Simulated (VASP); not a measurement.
Li, 2 atoms in the cell. It takes space group P6_3/mmc (No. 194, hexagonal). The conventional cell has a = 3.111 Å, b = 3.111 Å, c = 5.014 Å, α = 90.00°, β = 90.00°, γ = 120.00°. Li (site symmetry -6m2) has 12 Li at 3.08 to 3.11 Å within 4.1 Å. This isn't the form of Li at room conditions, which is bcc.

```yaml
Program: VASP 6.6.1
Task: single point
Functional: RPBE
Potentials_or_basis: VASP PAW PBE potentials, release 64 (Li_sv)
Cutoff: 520 eV
k_mesh: 12 × 12 × 7
Occupations: fermi-dirac, width 0.05 eV
Spin: no spin polarisation
Dipole_correction: no
Further_INCAR_settings: ALGO = Normal; EDIFF = 1e-07; NBANDS = 10
```

Potentials or basis: VASP PAW PBE potentials, release 64 (Li_sv).

Launch:

```sh
$ cat potpaw_PBE.64/Li_sv/POTCAR > POTCAR
$ mpirun -np 1 vasp_std > vasp.out
```

Hardware: 1 thread of Intel Xeon 8259CL (shared host).

Problem. Estimate the wall time of this run.

Solution. Run time: 36 s on 1 thread of Intel Xeon 8259CL, on a shared host, peak memory 0.16 GiB. Counts: scf iterations 13, k points 76.
